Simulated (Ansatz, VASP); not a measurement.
**C in VASP and in Ansatz**

```
C
1.0
     2.49534   -0.13863   -0.13863
    -1.36773    2.23034   -0.05074
    -0.68360   -0.68360   12.30482
C
12
Direct
  0.00000 0.00000 0.18686
  0.00000 0.00000 0.68686
  0.00000 0.00000 0.31314
  0.00000 0.00000 0.81314
  0.33333 0.66667 0.52077
  0.66667 0.33333 0.02077
  0.33333 0.66667 0.97923
  0.66667 0.33333 0.47923
  0.33333 0.66667 0.64510
  0.66667 0.33333 0.14510
  0.33333 0.66667 0.85490
  0.66667 0.33333 0.35490
```

Change from the starting cell: equal engineering shear yz, xz and xy -0.1100, equal normal strain along x, y and z -0.0100.

Alike in both runs: task single point; functional PBE; k mesh 12 × 12 × 2; occupations gaussian, width 0.05 eV; no spin polarisation.

|  | VASP | Ansatz |
| --- | --- | --- |
| version | VASP 6.6.1 | Ansatz 0.2.0 |
| potentials or method | VASP PAW PBE potentials, release 64 (C), cutoff 520 eV | scalar-relativistic, plane waves, PAW |
| valence electrons in the cell | 48 | 48 |

```tsv
	VASP	Ansatz	Ansatz less VASP
gap on the k mesh at the Fermi level (eV)	1.25	1.26	+0.010
least direct gap on the mesh (eV)	2.45	2.45	+0.004
pressure (GPa)	27.4	26.6	-0.75
traceless stress, the component that is largest in VASP (GPa)	65.14	64.88	-0.258
rms of the force components (eV/Å)	0.925	0.907	-0.0185
```

Atom by atom the forces differ by 0.021 eV/Å (rms over components).
